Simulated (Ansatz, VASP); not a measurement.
# BeAl3: VASP beside Ansatz

The input INCAR:

```
PREC = Accurate
ENCUT = 600
EDIFF = 1E-6
ISMEAR = -1
SIGMA = 0.05
LREAL = False
LASPH = True
NELM = 100
ALGO = Fast
ISIF = 3
LWAVE = False
LCHARG = False
GGA = PE
IBRION = 2
NSW = 60
EDIFFG = -0.01
```

Contents of KPOINTS:

```
regular mesh
0
Gamma
  10 10 10
```

The input POSCAR:

```
BeAl3
1.0
   -1.9421910000      1.9421910000      3.8518930000
    1.9421910000     -1.9421910000      3.8518930000
    1.9421910000      1.9421910000     -3.8518930000
Al Be
3 1
Direct
    0.5000000000      0.5000000000      0.0000000000
    0.2500000000      0.7500000000      0.5000000000
    0.7500000000      0.2500000000      0.5000000000
    0.0000000000      0.0000000000      0.0000000000
```

input.yaml

```yaml
crystal:
  lattice:
    - [-1.942191, 1.942191, 3.851893]
    - [1.942191, -1.942191, 3.851893]
    - [1.942191, 1.942191, -3.851893]
  atoms:
    - { symbol: Al, position: [0.5, 0.5, 0.0] }
    - { symbol: Al, position: [0.25, 0.75, 0.5] }
    - { symbol: Al, position: [0.75, 0.25, 0.5] }
    - { symbol: Be, position: [0.0, 0.0, 0.0] }
hamiltonian:
  xc: pbe
  pseudopotentials: { kind: paw, source: jth }
kpoints:
  mp_grid: { grid: [10, 10, 10] }
scf:
  occupations: { method: fermi_dirac, width: 0.05 }
output:
  forces: true
  stress: true
  eigenvalues: true
relax:
  f_tol: 0.01
  max_steps: 40
  cell: { stress_tol: 0.05 }
```

Alike in both runs: task relaxation of cell and atoms; functional PBE; k mesh 10 × 10 × 10; occupations fermi-dirac, width 0.05 eV; no spin polarisation.

|  | VASP | Ansatz |
| --- | --- | --- |
| version | VASP 6.6.1 | Ansatz 0.2.0 |
| potentials or method | VASP PAW PBE potentials, release 64 (Al, Be) | JTH PAW |
| plane-wave cutoff (eV) | 600 | 1080 |
| valence electrons in the cell | 11 | 13 |

VASP gave:

* gap on the k mesh at the Fermi level, each at its own relaxed structure (eV): none
* relaxed volume (Å³/atom): 14.64
* relaxed cell length with the largest relative difference (Å): 4.752

Problem. What did Ansatz give for the same quantities?

Solution. gap on the k mesh at the Fermi level, each at its own relaxed structure (eV): none; relaxed volume (Å³/atom): 14.62; relaxed cell length with the largest relative difference (Å): 4.751.

A gap of «none» marks a metal or a gap that the smearing closes. VASP's potentials hold 11 valence electrons a cell and Ansatz's 13, so a difference there can come from the potentials and not from the codes.

Noted on Ansatz's run: the plane-wave basis is chosen anew once the cell has moved, so the energies of steps on either side of that aren't comparable.
